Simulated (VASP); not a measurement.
A run of VASP 6.6.1 is set up as follows.

The input INCAR:

```
ALGO     = Normal         # electronic algorithm
EDIFF    = 1E-6           # SCF threshold, eV
ENCUT    = 520            # plane-wave cutoff, eV
GGA      = PE             # functional
ISIF     = 2              # what is computed and relaxed
ISMEAR   = -1             # smearing method
LASPH    = T              # aspherical terms in the spheres
LCHARG   = T              # write CHGCAR
LELF     = T              # ELF
LREAL    = F              # projectors in reciprocal space
LVHAR    = T            
LWAVE    = F              # write WAVECAR
NBANDS   = 16             # bands
NELM     = 60             # most SCF steps
PREC     = Accurate       # precision mode
SIGMA    = 0.05           # smearing width, eV
```

Contents of KPOINTS:

```
k-points
0
Gamma
  10 10 10
```

POSCAR

```
CuO
1.0
    2.5004431193      0.0000000000      0.0000000000
    0.0000000000      2.5004431193      0.0000000000
    0.0000000000      0.0000000000      2.5004431193
Cu O
1 1
Direct
    0.0000000000      0.0000000000      0.0000000000
    0.5000000000      0.5000000000      0.5000000000
```

Potentials or basis: VASP PAW PBE potentials, release 64 (Cu, O).

Run with:

```bash
$ cat potpaw_PBE.64/Cu/POTCAR potpaw_PBE.64/O/POTCAR > POTCAR
$ mpirun -np 1 vasp_std > vasp.out
```

(1) Predict the pressure.

Results:

(1) 40.0 GPa.

Caveat: an odd number of electrons without spin polarisation forces a metal; a magnetic or distorted state may lie lower.
